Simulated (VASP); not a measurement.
# Pd (Pm-3m) in VASP: notebook, part 3 of 3

VASP 6.6.1. Earlier steps stand in the parts before.

## 6. Single point, PBE (volume scaled by 1.12)

INCAR reads:

```
SYSTEM = Pd
  PREC = Accurate
  ENCUT = 520
  EDIFF = 1E-7
  ISMEAR = -1
  SIGMA = 0.1
  LREAL = .FALSE.
  LASPH = .TRUE.
  NELM = 60
  ALGO = Normal
  ISIF = 2
  LWAVE = .FALSE.
  LCHARG = .TRUE.
  GGA = PE
  LELF = .TRUE.
  LVHAR = .TRUE.
  NBANDS = 11
```

KPOINTS reads:

```
regular mesh
0
G
  13 13 13
  0 0 0
```

POSCAR reads:

```
Pd
1.0
    2.7163030096      0.0000000000      0.0000000000
    0.0000000000      2.7163030096      0.0000000000
    0.0000000000      0.0000000000      2.7163030096
Pd
1
Direct
    0.0000000000      0.0000000000      0.0000000000
```

Potentials or basis: VASP PAW PBE potentials, release 64 (Pd).

Started as:

```
$ cat potpaw_PBE.64/Pd/POTCAR > POTCAR
$ mpirun -np 1 vasp_std > vasp.out
```

OUTCAR:

```text
SYSTEM = Pd
   PREC = Accurate
   ENCUT = 520
   EDIFF = 1E-7
   ISMEAR = -1
   LREAL = .FALSE.
   LASPH = .TRUE.
   NELM = 60
   ISIF = 2
   GGA = PE

 ion  position               nearest neighbor table
   1  0.000  0.000  0.000-

  LATTYP: Found a simple cubic cell.
 ALAT       =     2.7163030096

  Lattice vectors:

 A1 = (   2.7163030096,   0.0000000000,   0.0000000000)
 A2 = (   0.0000000000,   2.7163030096,   0.0000000000)
 A3 = (   0.0000000000,   0.0000000000,   2.7163030096)

Analysis of symmetry for initial positions (statically):
=====================================================================
 Subroutine PRICEL returns:
 Original cell was already a primitive cell.

 Routine SETGRP: Setting up the symmetry group for a
 simple cubic supercell.

 Subroutine GETGRP returns: Found 48 space group operations
 (whereof 48 operations were pure point group operations)
 out of a pool of 48 trial point group operations.

The static configuration has the point symmetry O_h .

Analysis of symmetry for dynamics (positions and initial velocities):
=====================================================================
 Subroutine PRICEL returns:
 Original cell was already a primitive cell.

 Routine SETGRP: Setting up the symmetry group for a
 simple cubic supercell.

 Subroutine GETGRP returns: Found 48 space group operations
 (whereof 48 operations were pure point group operations)
 out of a pool of 48 trial point group operations.

The dynamic configuration has the point symmetry O_h .

 Subroutine INISYM returns: Found 48 space group operations
 (whereof 48 operations are pure point group operations),
 and found     1 'primitive' translations

----------------------------------------------------------------------------------------
[... 113 lines left out ...]
  Fermi-wavevector in a.u.,A,eV,Ry     =   1.298464  2.453741 22.939546  1.686009
  Thomas-Fermi vector in A             =   2.429791
   LORBIT       =      0    0 simple, 1 ext, 2 COOP (PROOUT), +10 PAW based schemes
   GGA     = PE    functional components
   LHFCALC =     F    Hartree Fock is set to
   AEXX    =    0.0000 exact exchange contribution
   IVDW    =     0    specifies the selected vdW correction
   LEPSILON=     F    determine dielectric tensor
   LRPA    =     F    only Hartree local field effects (RPA)
 non-spin polarized calculation
  energy-cutoff  :      520.00
  volume of cell :       20.04
 maximum number of plane-waves:       552
   NGX = 11   NGY = 11   NGZ = 11

 number of electron      10.0000003 magnetization

 Free energy of the ion-electron system (eV)
  ---------------------------------------------------
  ext. energy  EPLUGINS =         0.00000000
  ---------------------------------------------------
  free energy    TOTEN  =        -4.65883840 eV

  energy without entropy =       -4.60843534  energy(sigma->0) =       -4.63363687

 E-fermi :   5.6755     XC(G=0): -11.2346

 val. band max:        5.6623608101   @ k =   0.2308   0.0000   0.0000
 cond. band min:       5.6879712485   @ k =   0.3846   0.3846   0.3077
 fundamental gap:      0.0256104384
 Fermi energy:         5.6755053456

 k-point     1 :       0.0000    0.0000    0.0000
  band No.  band energies     occupation
      1       0.4686      2.00000
      2       1.8904      2.00000
      3       1.8904      2.00000
      4       5.6121      1.30669
      5       5.6121      1.30669
      6       5.6121      1.30669
      7      21.2308      0.00000
      8      21.2308      0.00000
      9      21.2308      0.00000
     10      26.8993      0.00000
     11      26.9094      0.00000
[... 309 lines left out ...]
 k-point    24 :       0.3846    0.3077    0.0000
  band No.  band energies     occupation
      1       2.4461      2.00000
      2       2.5912      2.00000
      3       4.6537      1.99993
      4       4.6878      1.99990
      5       4.9149      1.99901
      6       7.3031      0.00000
      7      12.7629      0.00000
      8      17.4094      0.00000
      9      21.6548      0.00000
     10      26.7392      0.00000
     11      28.4797      0.00000

 [... further k-points ...]

------------------------ aborting loop because EDIFF is reached ----------------------------------------

  FORCE on cell =-STRESS in cart. coord.  units (eV):
  Direction    XX          YY          ZZ          XY          YZ          ZX
  --------------------------------------------------------------------------------------
  -------------------------------------------------------------------------------------
  Total       -1.2822707     -1.2822707     -1.2822707     -0.0000000     -0.0000000      0.0000000
  in kB     -102.5075013   -102.5075013   -102.5075013     -0.0000000     -0.0000000      0.0000000
  external PRESSURE =    -102.5075013 kB  Pullay stress =       0.0000000 kB

 VOLUME and BASIS-vectors are now :
 -----------------------------------------------------------------------------
  energy-cutoff  :      520.00
  volume of cell :       20.04
      direct lattice vectors                 reciprocal lattice vectors
     2.716303010  0.000000000  0.000000000     0.368147440  0.000000000  0.000000000
     0.000000000  2.716303010  0.000000000     0.000000000  0.368147440  0.000000000
     0.000000000  0.000000000  2.716303010     0.000000000  0.000000000  0.368147440

 POSITION                                       TOTAL-FORCE (eV/Angst)
 -----------------------------------------------------------------------------------
      0.00000      0.00000      0.00000         0.000000      0.000000      0.000000
 -----------------------------------------------------------------------------------
    total drift:                               -0.000000      0.000000      0.000000

  FREE ENERGIE OF THE ION-ELECTRON SYSTEM (eV)
  ---------------------------------------------------
  free  energy   TOTEN  =        -4.6588384030 eV

  energy  without entropy=       -4.6084353401  energy(sigma->0) =       -4.63363687
```

Run time: 4.9 s. Hardware: 1 thread of Intel Xeon 6975P-C (Granite Rapids), shared host; peak memory 0.13 GiB.

What came out:

```yaml
Free_energy: -4.6588 eV
Pressure: -10.3 GPa
Band_gap_on_the_k_mesh: zero (band 5 reaches 6.50 eV, above the bottom of band 6 at 5.13 eV)
```

Levels at points of the mesh, in eV from the Fermi level:
| k point | band 3 | band 4 | band 5 | band 6 | band 7 | band 8 |
| --- | --- | --- | --- | --- | --- | --- |
| (0.00, 0.00, 0.00) | -3.79 | -0.06 | -0.06 | -0.06 | 15.56 | 15.56 |

## 7. The runs side by side

| cell | gap on the mesh (eV) | pressure (GPa) |
| --- | --- | --- |
| a = 2.580 Å, 1 atom | none | 4.9 |
| a = 2.616 Å, 1 atom | none | -0.5 |
| a = 2.650 Å, 1 atom | none | -4.6 |
| a = 2.684 Å, 1 atom | none | -7.8 |
| a = 2.716 Å, 1 atom | none | -10.3 |

Alike in all rows: task single point; level PBE; potentials or basis VASP PAW PBE potentials, release 64 (Pd); no spin polarisation; k mesh 13 × 13 × 13; cutoff (eV) 520; smearing fermi-dirac 0.1 eV.

Absolute energies hang on the potentials; compare differences alone.
